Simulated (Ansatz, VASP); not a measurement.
## One calculation of Mg5CdO6, two programs

Contents of INCAR:

```
SYSTEM = Mg5CdO6
PREC = Accurate
ENCUT = 520
EDIFF = 1E-6
ISMEAR = 0
SIGMA = 0.1
LREAL = .FALSE.
LASPH = .TRUE.
NELM = 100
ALGO = Normal
ISIF = 2
LWAVE = .FALSE.
LCHARG = .FALSE.
GGA = PE
NBANDS = 41
```

The input KPOINTS:

```
Automatic mesh
0
G
  6 6 2
  0 0 0
```

POSCAR

```
Mg5CdO6
1.0
    3.3768264800      0.0000000000      0.0000000000
    0.0000000000      3.3768264800      0.0000000000
    0.0000000000      0.0000000000     14.3266614200
Mg Cd O
5 1 6
Direct
    0.0000000000      0.0000000000      0.8333333300
    0.0000000000      0.0000000000      0.1666666700
    0.5000000000      0.5000000000      0.3333333300
    0.0000000000      0.0000000000      0.5000000000
    0.5000000000      0.5000000000      0.6666666700
    0.5000000000      0.5000000000      0.0000000000
    0.0000000000      0.0000000000      0.0000000000
    0.5000000000      0.5000000000      0.1666666700
    0.0000000000      0.0000000000      0.3333333300
    0.5000000000      0.5000000000      0.5000000000
    0.0000000000      0.0000000000      0.6666666700
    0.5000000000      0.5000000000      0.8333333300
```

Input for Ansatz:

```yaml
crystal:
  lattice:
    - [3.37682648, 0.0, 0.0]
    - [0.0, 3.37682648, 0.0]
    - [0.0, 0.0, 14.32666142]
  atoms:
    - { symbol: Mg, position: [0.0, 0.0, 0.83333333] }
    - { symbol: Mg, position: [0.0, 0.0, 0.16666667] }
    - { symbol: Mg, position: [0.5, 0.5, 0.33333333] }
    - { symbol: Mg, position: [0.0, 0.0, 0.5] }
    - { symbol: Mg, position: [0.5, 0.5, 0.66666667] }
    - { symbol: Cd, position: [0.5, 0.5, 0.0] }
    - { symbol: O, position: [0.0, 0.0, 0.0] }
    - { symbol: O, position: [0.5, 0.5, 0.16666667] }
    - { symbol: O, position: [0.0, 0.0, 0.33333333] }
    - { symbol: O, position: [0.5, 0.5, 0.5] }
    - { symbol: O, position: [0.0, 0.0, 0.66666667] }
    - { symbol: O, position: [0.5, 0.5, 0.83333333] }
basis:
  ecutwfc: 420
kpoints:
  mp_grid: { grid: [6, 6, 2] }
hamiltonian:
  xc: pbe
scf:
  occupations: { method: gaussian, width: 0.1 }
  lower_state_search: "off"
output:
  forces: true
  stress: true
  eigenvalues: true
```

Alike in both runs: task single point; functional PBE; k mesh 6 × 6 × 2; occupations gaussian, width 0.1 eV; no spin polarisation.

```csv
,VASP,Ansatz
version,VASP 6.6.1,Ansatz 0.2.0
potentials or method,"VASP PAW PBE potentials, release 64 (Mg, Cd, O), cutoff 520 eV","scalar-relativistic, plane waves, PAW"
valence electrons in the cell,58,106
```

Ansatz gave:

```
gap on the k mesh at the Fermi level (eV) : 0.73
least direct gap on the mesh (eV)         : 1.58
pressure (GPa)                            : -21.4
rms of the force components (eV/Å)        : 0.199
```

Estimate VASP's values.

gap on the k mesh at the Fermi level (eV): 0.71; least direct gap on the mesh (eV): 1.56; pressure (GPa): -21.6; rms of the force components (eV/Å): 0.210.

Atom by atom the forces differ by 0.011 eV/Å (rms over components). VASP's potentials hold 58 valence electrons a cell and Ansatz's 106, so a difference there can come from the potentials and not from the codes.
